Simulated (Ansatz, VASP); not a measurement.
## Two plane-wave programs on ZnSiP2

Contents of INCAR:

```
SYSTEM = ZnSiP2
PREC = Accurate
ENCUT = 500
EDIFF = 1E-7
ISMEAR = 0
SIGMA = 0.02
LREAL = .FALSE.
LASPH = .TRUE.
NELM = 120
ALGO = Normal
ISIF = 3
LWAVE = .FALSE.
LCHARG = .FALSE.
GGA = PS
IBRION = 2
NSW = 100
EDIFFG = -0.002
GGA_COMPAT = .FALSE.
NELMIN = 4
```

Contents of KPOINTS:

```
regular mesh
0
G
  8 8 8
  0 0 0
```

POSCAR

```
ZnSiP2
1.0
   -2.6867032364      2.6867032364      5.2300306318
    2.6867032364     -2.6867032364      5.2300306318
    2.6867032364      2.6867032364     -5.2300306318
Zn Si P
2 2 4
Direct
    0.0000000000      0.0000000000      0.0000000000
    0.7500000000      0.2500000000      0.5000000000
    0.5000000000      0.5000000000      0.0000000000
    0.2500000000      0.7500000000      0.5000000000
    0.3750000000      0.3923012000      0.5173012000
    0.8750000000      0.8576988000      0.4826988000
    0.6076988000      0.1250000000      0.9826988000
    0.1423012000      0.6250000000      0.0173012000
```

Input for Ansatz:

```yaml
crystal:
  lattice:
    - [-2.6867032364, 2.6867032364, 5.2300306318]
    - [2.6867032364, -2.6867032364, 5.2300306318]
    - [2.6867032364, 2.6867032364, -5.2300306318]
  atoms:
    - { symbol: Zn, position: [0.0, 0.0, 0.0] }
    - { symbol: Zn, position: [0.75, 0.25, 0.5] }
    - { symbol: Si, position: [0.5, 0.5, 0.0] }
    - { symbol: Si, position: [0.25, 0.75, 0.5] }
    - { symbol: P, position: [0.375, 0.3923012, 0.5173012] }
    - { symbol: P, position: [0.875, 0.8576988, 0.4826988] }
    - { symbol: P, position: [0.6076988, 0.125, 0.9826988] }
    - { symbol: P, position: [0.1423012, 0.625, 0.0173012] }
basis:
  ecutwfc: 420
kpoints:
  mp_grid: { grid: [8, 8, 8] }
hamiltonian:
  xc: pbesol
  pseudopotentials: { kind: paw }
scf:
  occupations: { method: gaussian, width: 0.02 }
output:
  forces: true
  stress: true
  eigenvalues: true
  write_density: true
  write_potential: true
  elf: true
  volumetric_format: npy
relax:
  adjacent_minimum: "off"
  f_tol: 0.002
  max_steps: 80
  cell: { stress_tol: 0.02 }
```

Alike in both runs: task relaxation of cell and atoms; functional PBEsol; k mesh 8 × 8 × 8; occupations gaussian, width 0.02 eV; no spin polarisation.

|  | VASP | Ansatz |
| --- | --- | --- |
| version | VASP 6.6.1 | Ansatz 0.2.0 |
| potentials or method | VASP PAW PBE potentials, release 64 (Zn, Si, P), cutoff 500 eV | scalar-relativistic, plane waves, PAW |
| valence electrons in the cell | 52 | 52 |

VASP gave:

- gap on the k mesh at the Fermi level, each at its own relaxed structure (eV): 1.17
- relaxed volume (Å³/atom): 18.74
- relaxed cell length with the largest relative difference (Å): 6.453

Question: Which values does Ansatz return?

Answer: gap on the k mesh at the Fermi level, each at its own relaxed structure (eV): 1.16; relaxed volume (Å³/atom): 18.71; relaxed cell length with the largest relative difference (Å): 6.450.

VASP's potentials were made for PBE, not for PBEsol.
